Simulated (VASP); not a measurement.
Set up this calculation in VASP 6.6.1, as the native input.

```
Task                   : single point
Functional             : PBE
Potentials or basis    : VASP PAW PBE potentials, release 64 (Si, Au)
Cutoff                 : 500 eV
k mesh                 : 7 × 7 × 7
Occupations            : gaussian, width 0.2 eV
Spin                   : no spin polarisation
Dipole correction      : no
Further INCAR settings : ALGO = Normal; EDIFF = 1e-06; NBANDS = 26
```

The structure of SiAu3 lies in POSCAR:

```
SiAu3
1.0
    0.0000000000      3.2857340000      3.2857340000
    3.2857340000      0.0000000000      3.2857340000
    3.2857340000      3.2857340000      0.0000000000
Si Au
1 3
Direct
    0.0000000000      0.0000000000      0.0000000000
    0.2500000000      0.2500000000      0.2500000000
    0.7500000000      0.7500000000      0.7500000000
    0.5000000000      0.5000000000      0.5000000000
```

These files were run (other wordings do the same):

INCAR

```
  PREC = Accurate
  ENCUT = 500
  EDIFF = 1E-6
  ISMEAR = 0
  SIGMA = 0.2
  LREAL = F
  LASPH = T
  NELM = 120
  ALGO = Normal
  ISIF = 2
  LWAVE = F
  LCHARG = F
  GGA = PE
  NBANDS = 26
  GGA_COMPAT = F
```

KPOINTS

```
regular mesh
0
Gamma
  7 7 7
```

Potentials or basis: VASP PAW PBE potentials, release 64 (Si, Au).

The run is started by

```console
$ cat potpaw_PBE.64/Si/POTCAR potpaw_PBE.64/Au/POTCAR > POTCAR
$ mpirun -np 1 vasp_std > vasp.out
```

Results of the run:

| Item | Value |
| --- | --- |
| Pressure | -1.2 GPa |
| Band gap on the k mesh | zero (an odd number of electrons rules out a gap without spin polarisation) |

Caveat: spin-orbit coupling is left out, which moves the levels of the heavy elements.

Wall time 33 s on 1 thread of Intel Xeon 8259CL, on a shared host, peak memory 0.21 GiB.
